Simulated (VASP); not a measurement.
A run of VASP 6.6.1 is set up as follows.

INCAR

```
SYSTEM = Re
  PREC = Accurate
  ENCUT = 520
  EDIFF = 1E-6
  ISMEAR = -1
  SIGMA = 0.05
  LREAL = .False.
  LASPH = .True.
  NELM = 80
  ALGO = Normal
  ISIF = 2
  LWAVE = .False.
  LCHARG = .True.
  GGA = CA
  LELF = .True.
  LVHAR = .True.
  NBANDS = 14
```

KPOINTS

```
regular mesh
0
Gamma
  14 14 8
  0 0 0
```

Contents of POSCAR:

```
Re
1.0
    2.5502177389      0.0000000000      0.0000000000
   -1.2751088694      2.2085533470      0.0000000000
    0.0000000000      0.0000000000      4.0777601353
Re
2
Direct
    0.3333333333      0.6666666667      0.2500000000
    0.6666666667      0.3333333333      0.7500000000
```

Potentials or basis: VASP PAW LDA potentials, release 64 (Re).

Run with:

```sh
$ cat potpaw_LDA.64/Re/POTCAR > POTCAR
$ mpirun -np 1 vasp_std > vasp.out
```

Question: Predict the band gap on the k mesh.

Answer: Zero (bands 7 and 8 overlap by 4.90 eV).

Question: What does it give for the pressure?

Answer: 151.3 GPa.

Stress tensor (GPa, compression positive):
```
148.79   0.00   0.00
  0.00 148.79   0.00
  0.00   0.00 156.36
```

Caveat: the cell stands under pressure; spin-orbit coupling is left out, which moves the levels of the heavy elements.
